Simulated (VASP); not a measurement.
# Al in VASP: notebook

Runs on Al. Level: PBEsol. Tasks: single point.

All numbers are computed with VASP 6.6.1; they aren't measurements. Logs are shortened: lines on timing, memory, paths and dates and some standing lists are left out, and cuts for length are marked.

**1. The cell of the first run**

The cell holds a slab with vacuum, 4 atoms: a = 2.782 Å, b = 2.782 Å, c = 15.087 Å, α = 90.00°, β = 90.00°, γ = 109.47°.

**2. Single point, PBEsol (the distance across one plane changed)**

Input file INCAR:

```
SYSTEM = Al
ALGO = Fast
EDIFF = 1E-6
ENCUT = 520
GGA = PS
ISIF = 2
ISMEAR = 0
LASPH = .TRUE.
LCHARG = .FALSE.
LREAL = .FALSE.
LWAVE = .FALSE.
NBANDS = 14
NELM = 60
PREC = Accurate
SIGMA = 0.15
```

Input file KPOINTS:

```
k-points
0
G
  22 22 7
  0 0 0
```

Input file POSCAR:

```
Al
1.0
   -1.6064390039      1.6064390039     -1.6064390039
   -1.6064390039     -1.6064390039      1.6064390039
    0.0000000000     10.6683967026     10.6683967026
Al
4
Direct
    0.0000000000      0.0000000000      0.5270273191
    0.5000000000      0.5000000000      0.0752896170
    0.0000000000      0.0000000000      0.2258688511
    0.5000000000      0.5000000000      0.3764480851
```

Potentials or basis: VASP PAW PBE potentials, release 64 (Al).

On the command line:

```console
> cat potpaw_PBE.64/Al/POTCAR > POTCAR
> mpirun -np 1 vasp_std > vasp.out
```

OUTCAR:

```text
SYSTEM = Al
   EDIFF = 1E-6
   ENCUT = 520
   GGA = PS
   ISIF = 2
   ISMEAR = 0
   LASPH = .TRUE.
   LREAL = .FALSE.
   NELM = 60
   PREC = Accurate

 ion  position               nearest neighbor table
   1  0.000  0.000  0.527-   4 2.78   4 2.78   4 3.21   4 3.21
   2  0.500  0.500  0.075-   3 2.78   3 2.78   3 3.21   3 3.21
   3  0.000  0.000  0.226-   4 2.78   4 2.78   2 2.78   2 2.78   4 3.21   4 3.21   2 3.21   2 3.21

   4  0.500  0.500  0.376-   1 2.78   3 2.78   1 2.78   3 2.78   1 3.21   3 3.21   1 3.21   3 3.21

  LATTYP: Found a base centered orthorhombic cell.
 ALAT       =     3.2128780078
 B/A-ratio  =     1.4142135624
 C/A-ratio  =     4.6959116621

  Lattice vectors:

 A1 = (  -1.6064390039,   1.6064390039,  -1.6064390039)
 A2 = (  -1.6064390039,  -1.6064390039,   1.6064390039)
 A3 = (   0.0000000000,  10.6683967026,  10.6683967026)

Analysis of symmetry for initial positions (statically):
=====================================================================
 Subroutine PRICEL returns:
 Original cell was already a primitive cell.

 Routine SETGRP: Setting up the symmetry group for a
 base centered orthorhombic supercell.

 Subroutine GETGRP returns: Found  8 space group operations
 (whereof  4 operations were pure point group operations)
 out of a pool of  8 trial point group operations.

The static configuration has the point symmetry C_2v.
 The point group associated with its full space group is D_2h.

Analysis of symmetry for dynamics (positions and initial velocities):
=====================================================================
 Subroutine PRICEL returns:
 Original cell was already a primitive cell.

 Routine SETGRP: Setting up the symmetry group for a
 base centered orthorhombic supercell.

 Subroutine GETGRP returns: Found  8 space group operations
 (whereof  4 operations were pure point group operations)
 out of a pool of  8 trial point group operations.

The dynamic configuration has the point symmetry C_2v.
 The point group associated with its full space group is D_2h.

 Subroutine INISYM returns: Found  8 space group operations
 (whereof  4 operations are pure point group operations),
 and found     1 'primitive' translations

----------------------------------------------------------------------------------------

                                     Primitive cell

  volume of cell :     110.1254

  direct lattice vectors                    reciprocal lattice vectors
[... 106 lines left out ...]
   ISMEAR =     0;   SIGMA  =   0.15  broadening in eV -4-tet -1-fermi 0-gaus
   EFERMI_NEDOS =   21; number of points for ismear=-14 and -15
   IALGO  =     68    algorithm
   IMIX   =      4    mixing-type and parameters
     AMIX     =   0.40;   BMIX     =  1.00
     AMIX_MAG =   1.60;   BMIX_MAG =  1.00
  volume/ion in A,a.u.               =      27.53       185.79
  Fermi-wavevector in a.u.,A,eV,Ry     =   0.781939  1.477650  8.318985  0.611428
  Thomas-Fermi vector in A             =   1.885560
   LORBIT       =      0    0 simple, 1 ext, 2 COOP (PROOUT), +10 PAW based schemes
   GGA     = PS    functional components
   LHFCALC =     F    Hartree Fock is set to
   AEXX    =    0.0000 exact exchange contribution
   IVDW    =     0    specifies the selected vdW correction
   LEPSILON=     F    determine dielectric tensor
   LRPA    =     F    only Hartree local field effects (RPA)
 non-spin polarized calculation
 RMM-DIIS sequential band-by-band and
 Gauss-broadening in eV      SIGMA  =   0.15
  energy-cutoff  :      520.00
  volume of cell :      110.13
 maximum number of plane-waves:      2993
 NGX is ok and might be reduce to    24
   NGX = 11   NGY = 11   NGZ = 57

 number of electron      12.0000000 magnetization

 Free energy of the ion-electron system (eV)
  ---------------------------------------------------
  ext. energy  EPLUGINS =         0.00000000
  ---------------------------------------------------
  free energy    TOTEN  =       -15.16140522 eV

  energy without entropy =      -15.13803524  energy(sigma->0) =      -15.14972023

 E-fermi :   3.2403     XC(G=0):  -7.2390

 val. band max:        3.2358665116   @ k =  -0.3636   0.3182   0.4286
 cond. band min:       3.2406699673   @ k =   0.0455   0.0455   0.0000
 fundamental gap:      0.0048034557
 Fermi energy:         3.2402697067

 k-point     1 :       0.0000    0.0000    0.0000
  band No.  band energies     occupation
      1      -7.4938      2.00000
      2      -6.3989      2.00000
      3      -4.6561      2.00000
      4      -2.3060      2.00000
      5       0.1054      2.00000
      6       3.1303      1.70023
      7       5.4489      0.00000
      8       8.1482      0.00000
      9       8.2214      0.00000
     10      11.6494      0.00000
     11      11.8069      0.00000
     12      12.5613      0.00000
     13      12.7765      0.00000
     14      13.4650      0.00000
[... 377 lines left out ...]
      1      -3.3693      2.00000
      2      -2.3009      2.00000
      3      -0.8669      2.00000
      4      -0.6156      2.00000
      5       0.2419      2.00000
      6       1.7432      2.00000
      7       1.9348      2.00000
      8       3.8965      0.00000
      9       4.3595      0.00000
     10       6.3600      0.00000
     11       7.2357      0.00000
     12       9.1876      0.00000
     13       9.6697      0.00000
     14      10.1996      0.00000

 [... further k-points ...]

------------------------ aborting loop because EDIFF is reached ----------------------------------------

  FORCE on cell =-STRESS in cart. coord.  units (eV):
  Direction    XX          YY          ZZ          XY          YZ          ZX
  --------------------------------------------------------------------------------------
  -------------------------------------------------------------------------------------
  Total       -1.2009321     -0.4871307     -0.4871307      0.0000000      0.2147465      0.0000000
  in kB      -17.4719519     -7.0870976     -7.0870976      0.0000000      3.1242740      0.0000000
  external PRESSURE =     -10.5487157 kB  Pullay stress =       0.0000000 kB

 VOLUME and BASIS-vectors are now :
 -----------------------------------------------------------------------------
  energy-cutoff  :      520.00
  volume of cell :      110.13
      direct lattice vectors                 reciprocal lattice vectors
    -1.606439004  1.606439004 -1.606439004    -0.311247423  0.155623711 -0.155623711
    -1.606439004 -1.606439004  1.606439004    -0.311247423 -0.155623711  0.155623711
     0.000000000 10.668396703 10.668396703     0.000000000  0.046867399  0.046867399

 POSITION                                       TOTAL-FORCE (eV/Angst)
 -----------------------------------------------------------------------------------
      0.00000      5.62254      5.62254         0.000000      0.000867      0.000867
     -1.60644      0.80322      0.80322         0.000000     -0.000867     -0.000867
      0.00000      2.40966      2.40966         0.000000      0.084762      0.084762
     -1.60644      4.01610      4.01610        -0.000000     -0.084762     -0.084762
 -----------------------------------------------------------------------------------
    total drift:                               -0.000000      0.000000      0.000000

  FREE ENERGIE OF THE ION-ELECTRON SYSTEM (eV)
  ---------------------------------------------------
  free  energy   TOTEN  =       -15.1614052237 eV

  energy  without entropy=      -15.1380352396  energy(sigma->0) =      -15.14972023
```

OSZICAR:

```text
N       E                     dE             d eps       ncg     rms          rms(c)
DAV:   1     0.133863034270E+02    0.13386E+02   -0.39950E+03 14896   0.641E+02
DAV:   2    -0.146165518629E+02   -0.28003E+02   -0.25913E+02 19030   0.927E+01
DAV:   3    -0.157675663537E+02   -0.11510E+01   -0.11341E+01 20678   0.176E+01
DAV:   4    -0.158072085914E+02   -0.39642E-01   -0.39633E-01 20306   0.379E+00
DAV:   5    -0.158088811220E+02   -0.16725E-02   -0.16725E-02 22978   0.690E-01    0.294E+00
RMM:   6    -0.153018227403E+02    0.50706E+00   -0.18284E-01 16114   0.114E+00    0.169E+00
RMM:   7    -0.152053852207E+02    0.96438E-01   -0.81276E-02 16267   0.869E-01    0.958E-01
RMM:   8    -0.151612654420E+02    0.44120E-01   -0.45553E-02 17846   0.774E-01    0.252E-01
RMM:   9    -0.151582905961E+02    0.29748E-02   -0.58573E-03 18075   0.383E-01    0.111E-01
RMM:  10    -0.151584470331E+02   -0.15644E-03   -0.24363E-03 18177   0.240E-01    0.740E-02
RMM:  11    -0.151601690210E+02   -0.17220E-02   -0.11534E-03 18145   0.167E-01    0.271E-02
RMM:  12    -0.151613291759E+02   -0.11602E-02   -0.61050E-04 18820   0.118E-01    0.957E-03
RMM:  13    -0.151614030249E+02   -0.73849E-04   -0.15752E-04 19162   0.648E-02    0.178E-02
RMM:  14    -0.151614053656E+02   -0.23407E-05   -0.28763E-05 19590   0.291E-02    0.255E-02
RMM:  15    -0.151614052237E+02    0.14194E-06   -0.94618E-06 15550   0.200E-02
   1 F= -.15161405E+02 E0= -.15149720E+02  d E =-.233700E-01
```

It took 7.5 min on 1 thread of Intel Xeon 6975P-C (Granite Rapids), shared host; peak memory 0.69 GiB.

What came out:

* Free energy: -15.1614 eV
* Largest force: 0.120 eV/Å
* Band gap on the k mesh: zero (bands 6 and 7 overlap by 3.42 eV)

Forces in eV/Å, atoms in the order of the input:
```
Al   0.000  0.001  0.001
Al   0.000 -0.001 -0.001
Al   0.000  0.085  0.085
Al   0.000 -0.085 -0.085
```

Caveat: the cell differs from its parent crystal (the distance across one plane changed); there is no dipole correction, which matters where the two faces differ; the PAW data sets were made with another functional, which shifts forces and pressure a little.

**3. Single point, PBEsol (the distance across one plane changed)**

Input file INCAR:

```
PREC = Accurate
ENCUT = 520
EDIFF = 1E-7
ISMEAR = 0
SIGMA = 0.15
LREAL = False
LASPH = True
NELM = 60
ALGO = Fast
ISIF = 2
LWAVE = False
LCHARG = False
GGA = PS
NBANDS = 14
```

Input file KPOINTS:

```
regular mesh
0
Gamma
  22 22 7
```

Input file POSCAR:

```
Al
1.0
   -1.6064390039      1.6064390039     -1.6064390039
   -1.6064390039     -1.6064390039      1.6064390039
    0.0000000000      6.9560861014      6.9560861014
Al
4
Direct
    0.0000000000      0.0000000000      0.8082902413
    0.5000000000      0.5000000000      0.1154700345
    0.0000000000      0.0000000000      0.3464101034
    0.5000000000      0.5000000000      0.5773501724
```

Potentials or basis: VASP PAW PBE potentials, release 64 (Al).

On the command line:

```console
> cat potpaw_PBE.64/Al/POTCAR > POTCAR
> mpirun -np 1 vasp_std > vasp.out
```

Run time: 3.7 min. Hardware: 1 thread of Intel Xeon 6975P-C (Granite Rapids), shared host; peak memory 0.5 GiB.

The run converged. Its results:

| Quantity | Value |
| --- | --- |
| Free energy | -15.6885 eV |
| Pressure | -2.3 GPa |
| Largest force | 0.532 eV/Å |
| Band gap on the k mesh | zero (bands 6 and 7 overlap by 5.34 eV) |

Forces on the atoms (eV/Å):
```
Al   0.000  0.376  0.376
Al   0.000 -0.376 -0.376
Al   0.000  0.038  0.038
Al   0.000 -0.038 -0.038
```

Stress tensor (GPa, compression positive):
```
-2.71  0.00  0.00
 0.00 -2.16 -0.71
 0.00 -0.71 -2.16
```

Levels at points of the mesh, in eV from the Fermi level:
```csv
k point,band 4,band 5,band 6,band 7,band 8,band 9
"(0.00, 0.00, 0.00)",-4.64,-4.19,2.49,3.06,8.38,8.53
"(0.50, 0.00, 0.00)",-4.26,-3.24,-3.24,0.50,0.50,0.91
"(0.50, 0.50, 0.00)",-2.25,-1.89,-1.25,1.20,2.06,2.14
```

Caveat: the cell differs from its parent crystal (the distance across one plane changed); the PAW data sets were made with another functional, which shifts forces and pressure a little.

**4. Single point, PBEsol (the distance across one plane changed)**

Input file INCAR:

```
PREC = Accurate ; ENCUT = 520
EDIFF = 1E-7 ; ISMEAR = 0
SIGMA = 0.15 ; LREAL = False
LASPH = True ; NELM = 100
ALGO = Fast ; ISIF = 2
LWAVE = False ; LCHARG = False
GGA = PS ; NBANDS = 14
```

KPOINTS is that of step 3.

Input file POSCAR:

```
Al
1.0
   -1.6064390039      1.6064390039     -1.6064390039
   -1.6064390039     -1.6064390039      1.6064390039
    0.0000000000      7.1328627967      7.1328627967
Al
4
Direct
    0.0000000000      0.0000000000      0.7882580492
    0.5000000000      0.5000000000      0.1126082927
    0.0000000000      0.0000000000      0.3378248782
    0.5000000000      0.5000000000      0.5630414637
```

Potentials or basis: VASP PAW PBE potentials, release 64 (Al).

On the command line:

```console
> cat potpaw_PBE.64/Al/POTCAR > POTCAR
> mpirun -np 1 vasp_std > vasp.out
```

OUTCAR:

```text
PREC = Accurate
   ENCUT = 520
   EDIFF = 1E-7
   ISMEAR = 0
   LREAL = False
   LASPH = True
   NELM = 100
   ISIF = 2
   GGA = PS

 ion  position               nearest neighbor table
   1  0.000  0.000  0.788-   4 2.78   4 2.78   4 3.21   4 3.21
   2  0.500  0.500  0.113-   3 2.78   3 2.78   3 3.21   3 3.21
   3  0.000  0.000  0.338-   2 2.78   4 2.78   2 2.78   4 2.78   2 3.21   4 3.21   2 3.21   4 3.21

   4  0.500  0.500  0.563-   1 2.78   3 2.78   1 2.78   3 2.78   1 3.21   3 3.21   1 3.21   3 3.21
[... 614 lines left out ...]
  Direction    XX          YY          ZZ          XY          YZ          ZX
  --------------------------------------------------------------------------------------
  -------------------------------------------------------------------------------------
  Total       -1.2766665     -0.9958103     -0.9958103     -0.0000000     -0.2276277      0.0000000
  in kB      -27.7802217    -21.6687988    -21.6687988     -0.0000000     -4.9531712      0.0000000
  external PRESSURE =     -23.7059398 kB  Pullay stress =       0.0000000 kB

 VOLUME and BASIS-vectors are now :
 -----------------------------------------------------------------------------
  energy-cutoff  :      520.00
  volume of cell :       73.63
      direct lattice vectors                 reciprocal lattice vectors
    -1.606439004  1.606439004 -1.606439004    -0.311247423  0.155623711 -0.155623711
    -1.606439004 -1.606439004  1.606439004    -0.311247423 -0.155623711  0.155623711
     0.000000000  7.132862797  7.132862797     0.000000000  0.070098082  0.070098082

 POSITION                                       TOTAL-FORCE (eV/Angst)
 -----------------------------------------------------------------------------------
      0.00000      5.62254      5.62254         0.000000      0.334153      0.334153
     -1.60644      0.80322      0.80322         0.000000     -0.334153     -0.334153
      0.00000      2.40966      2.40966        -0.000000      0.046866      0.046866
     -1.60644      4.01610      4.01610        -0.000000     -0.046866     -0.046866
 -----------------------------------------------------------------------------------
    total drift:                                0.000000      0.000001      0.000001

  FREE ENERGIE OF THE ION-ELECTRON SYSTEM (eV)
  ---------------------------------------------------
  free  energy   TOTEN  =       -15.5744195975 eV

  energy  without entropy=      -15.5557306593  energy(sigma->0) =      -15.56507513
```

It took 4 min on 1 thread of Intel Xeon 6975P-C (Granite Rapids), shared host; peak memory 0.5 GiB.

Results:

```
Free energy            : -15.5744 eV
Pressure               : -2.4 GPa
Largest force          : 0.473 eV/Å
Band gap on the k mesh : zero (bands 6 and 7 overlap by 5.04 eV)
```

Forces on the atoms (eV/Å):
```
Al   0.000  0.334  0.334
Al   0.000 -0.334 -0.334
Al   0.000  0.047  0.047
Al   0.000 -0.047 -0.047
```

Caveat: the cell differs from its parent crystal (the distance across one plane changed); the PAW data sets were made with another functional, which shifts forces and pressure a little.

**5. Single point, PBEsol (the distance across one plane changed)**

Input file INCAR:

```
SYSTEM = Al
  ALGO = Fast
  EDIFF = 1E-7
  ENCUT = 520
  GGA = PS
  ISIF = 2
  ISMEAR = 0
  LASPH = .TRUE.
  LCHARG = .TRUE.
  LELF = .TRUE.
  LREAL = .FALSE.
  LVHAR = .TRUE.
  LWAVE = .FALSE.
  NBANDS = 14
  NELM = 100
  PREC = Accurate
  SIGMA = 0.15
```

Input file KPOINTS:

```
k-points
0
G
  22 22 7
  0 0 0
```

Input file POSCAR:

```
Al
1.0
   -1.6064390039      1.6064390039     -1.6064390039
   -1.6064390039     -1.6064390039      1.6064390039
    0.0000000000      7.4864161873      7.4864161873
Al
4
Direct
    0.0000000000      0.0000000000      0.7510317852
    0.5000000000      0.5000000000      0.1072902550
    0.0000000000      0.0000000000      0.3218707651
    0.5000000000      0.5000000000      0.5364512751
```

On the command line:

```console
> cat potpaw_PBE.64/Al/POTCAR > POTCAR
> mpirun -np 1 vasp_std > vasp.out
```

Run time: 4.5 min. Hardware: 1 thread of Intel Xeon 6975P-C (Granite Rapids), shared host; peak memory 0.52 GiB.

The run converged. Its results:

| Quantity | Value |
| --- | --- |
| Free energy | -15.3952 eV |
| Pressure | -2.2 GPa |
| Largest force | 0.332 eV/Å |
| Band gap on the k mesh | zero (bands 6 and 7 overlap by 4.60 eV) |

Forces in eV/Å, atoms in the order of the input:
```
Al   0.000  0.235  0.235
Al   0.000 -0.235 -0.235
Al   0.000  0.065  0.065
Al   0.000 -0.065 -0.065
```

Stress tensor (GPa, compression positive):
```
-2.71  0.00  0.00
 0.00 -1.88 -0.16
 0.00 -0.16 -1.88
```

Levels at points of the mesh, in eV from the Fermi level:
```tsv
k point	band 4	band 5	band 6	band 7	band 8	band 9
(0.00, 0.00, 0.00)	-5.11	-3.79	1.36	2.37	8.42	8.57
(0.50, 0.00, 0.00)	-4.33	-2.84	-2.84	0.05	0.05	1.31
(0.50, 0.50, 0.00)	-2.32	-1.53	-0.80	0.87	2.18	2.47
```

Caveat: the cell differs from its parent crystal (the distance across one plane changed); the PAW data sets were made with another functional, which shifts forces and pressure a little.

**6. Overview**

```tsv
cell	further INCAR settings	gap on the mesh (eV)	pressure (GPa)	largest force (eV/Å)
a = 2.782, b = 2.782, c = 15.087 Å, angles 90.0, 90.0, 109.5°, 4 atoms	ALGO = Fast; EDIFF = 1e-06; NBANDS = 14	none	-	0.12
a = 2.782, b = 2.782, c = 9.837 Å, angles 90.0, 90.0, 109.5°, 4 atoms	ALGO = Fast; EDIFF = 1e-07; NBANDS = 14	none	-2.3	0.53
a = 2.782, b = 2.782, c = 10.087 Å, angles 90.0, 90.0, 109.5°, 4 atoms	ALGO = Fast; EDIFF = 1e-07; NBANDS = 14	none	-2.4	0.47
a = 2.782, b = 2.782, c = 10.587 Å, angles 90.0, 90.0, 109.5°, 4 atoms	ALGO = Fast; EDIFF = 1e-07; NBANDS = 14	none	-2.2	0.33
```

Alike in all rows: task single point; level PBEsol; potentials or basis VASP PAW PBE potentials, release 64 (Al); no spin polarisation; k mesh 22 × 22 × 7; cutoff (eV) 520; smearing gaussian 0.15 eV.

Caveats: the PAW data sets were made with another functional, which shifts forces and pressure a little; there is no dipole correction, which matters where the two faces differ (at least some runs).

Total energies depend on the potentials used, so only differences within one code and one set of settings carry meaning.
